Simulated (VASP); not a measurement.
**CdInTe2: single point with PBE**

Crystal: CdInTe2.

```
Cd Te In
1.0
    -4.09256    4.09256    3.66471
     4.09256   -4.09256    3.66471
     4.09256    4.09256   -3.66471
Cd Te In
2 4 2
Direct
  0.25000 0.25000 0.00000
  0.75000 0.75000 0.00000
  0.69244 0.19244 0.88488
  0.19244 0.30756 0.50000
  0.30756 0.80756 0.11512
  0.80756 0.69244 0.50000
  0.75000 0.25000 0.50000
  0.25000 0.75000 0.50000
```

```json
{
 "Program": "VASP 6.6.1",
 "Task": "single point",
 "Functional": "PBE",
 "Potentials or basis": "VASP PAW PBE potentials, release 64 (Cd, Te, In_d)",
 "Cutoff": "520 eV",
 "k mesh": "4 × 4 × 4",
 "Occupations": "fermi-dirac, width 0.1 eV",
 "Spin": "no spin polarisation"
}
```

The pressure is 0.0 GPa and the largest force is 0.011 eV/Å. The band gap on the k mesh is zero (bands 37 and 38 overlap by 0.83 eV).

Forces in eV/Å, atoms in the order of the input:
```
Cd   0.000  0.000  0.000
Cd   0.000  0.000  0.000
Te   0.008  0.008  0.000
Te  -0.008  0.008  0.000
Te  -0.008 -0.008  0.000
Te   0.008 -0.008  0.000
In   0.000  0.000  0.000
In   0.000  0.000  0.000
```

Levels at points of the mesh, in eV from the Fermi level:
| k point | band 33 | band 34 | band 35 | band 36 | band 37 | band 38 | band 39 | band 40 | band 41 | band 42 |
| --- | --- | --- | --- | --- | --- | --- | --- | --- | --- | --- |
| (0.00, 0.00, 0.00) | -1.89 | -1.43 | -1.16 | -1.16 | -0.88 | -0.48 | 1.45 | 2.04 | 4.17 | 4.17 |
| (0.50, 0.00, 0.00) | -1.95 | -1.95 | -1.20 | -1.20 | 0.09 | 0.09 | 1.26 | 1.26 | 2.66 | 2.66 |
| (0.50, 0.50, 0.00) | -1.59 | -1.46 | -1.30 | -1.19 | 0.12 | 0.60 | 0.96 | 1.67 | 2.59 | 2.75 |
| (0.50, 0.50, 0.50) | -1.60 | -1.20 | -1.00 | -1.00 | -0.49 | 1.74 | 2.20 | 2.38 | 2.39 | 2.56 |

Run time: 3.1 min on 1 thread of Intel(R) Xeon(R) Platinum 8488C (Sapphire Rapids), with other jobs on the host, peak memory 0.47 GiB.

Caveat: spin-orbit coupling is left out, which moves the levels of the heavy elements.
